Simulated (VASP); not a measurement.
Set up this calculation in VASP 6.6.1, as the native input.

```
Task                   : single point
Functional             : PBE
Potentials or basis    : VASP PAW PBE potentials, release 64 (Al, Pt)
Cutoff                 : 500 eV
k mesh                 : 3 × 3 × 4
Occupations            : gaussian, width 0.1 eV
Spin                   : no spin polarisation
Dipole correction      : no
Further INCAR settings : ALGO = Normal; EDIFF = 1e-06; NBANDS = 23
```

The structure of Al6Pt lies in POSCAR:

```
Al6Pt
1.0
    7.8236100711      0.0000000000      0.0000000000
   -3.9118050355      6.7754450708      0.0000000000
    0.0000000000      0.0000000000      2.7547139735
Al Pt
6 1
Direct
    0.3316237457      0.0000000000      0.0000000000
    0.0000000000      0.3316237457      0.0000000000
    0.6683762543      0.6683762543      0.0000000000
    0.6683762543      0.0000000000      0.0000000000
    0.0000000000      0.6683762543      0.0000000000
    0.3316237457      0.3316237457      0.0000000000
    0.0000000000      0.0000000000      0.5000000000
```

The cell was built from a structure type or drawn by symmetry, and may not be a known phase.

One way to write it, as run:

INCAR

```
SYSTEM = Al6Pt
ALGO = Normal
EDIFF = 1E-6
ENCUT = 500
GGA = PE
GGA_COMPAT = .False.
ISIF = 2
ISMEAR = 0
LASPH = .True.
LCHARG = .True.
LELF = .True.
LREAL = .False.
LVHAR = .True.
LWAVE = .False.
NBANDS = 23
NELM = 120
PREC = Accurate
SIGMA = 0.1
```

KPOINTS

```
k-points
0
Gamma
  3 3 4
  0 0 0
```

Potentials or basis: VASP PAW PBE potentials, release 64 (Al, Pt).

Run with:

```sh
$ cat potpaw_PBE.64/Al/POTCAR potpaw_PBE.64/Pt/POTCAR > POTCAR
$ mpirun -np 1 vasp_std > vasp.out
```

It gave:

- Pressure: -0.2 GPa
- Largest force: 0.022 eV/Å
- Band gap on the k mesh: zero (bands 14 and 15 overlap by 2.08 eV)

Caveat: the k points lie up to 0.57 Å⁻¹ apart, too coarse for converged energies and pressures of a metal; spin-orbit coupling is left out, which moves the levels of the heavy elements.

It took 16 s on 1 thread of Intel(R) Xeon(R) 6975P-C (Granite Rapids), with other jobs on the host, peak memory 0.24 GiB.
